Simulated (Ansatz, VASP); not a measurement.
# One calculation of Zr2Pd2Se, two programs

```xyz
5
Lattice="4.4925 0.0000 0.0000 -2.2462 3.8906 0.0000 0.0000 0.0000 7.8344" Properties=species:S:1:pos:R:3 pbc="T T T"
Zr    0.0000    0.0000    2.5304
Zr    0.0000    0.0000    5.3040
Pd    0.0000    2.5937    3.9172
Pd    2.2462    1.2969    3.9172
Se    0.0000    0.0000    0.0000
```

Alike in both runs: functional PBE; k mesh 6 × 6 × 2; occupations gaussian, width 0.1 eV; no spin polarisation.

Ansatz relaxed the structure, and its values are those at the end. VASP's run is a single point on that final structure, the one shown.

```csv
,VASP,Ansatz
version,VASP 6.6.1,Ansatz 0.2.0
potentials or method,"VASP PAW PBE potentials, release 64 (Zr_sv, Pd, Se), cutoff 520 eV","scalar-relativistic, plane waves, PAW"
valence electrons in the cell,50,76
```

Ansatz gave:

```
gap on the k mesh at the Fermi level (eV) : none
pressure (GPa)                            : 0.0
```

Question: What did VASP give for the same quantities?

Answer: gap on the k mesh at the Fermi level (eV): none; pressure (GPa): -0.1.

A gap of «none» marks a metal or a gap that the smearing closes. VASP's potentials hold 50 valence electrons a cell and Ansatz's 76, so a difference there can come from the potentials and not from the codes.

The k mesh is coarse, so the values compare programs but aren't converged.
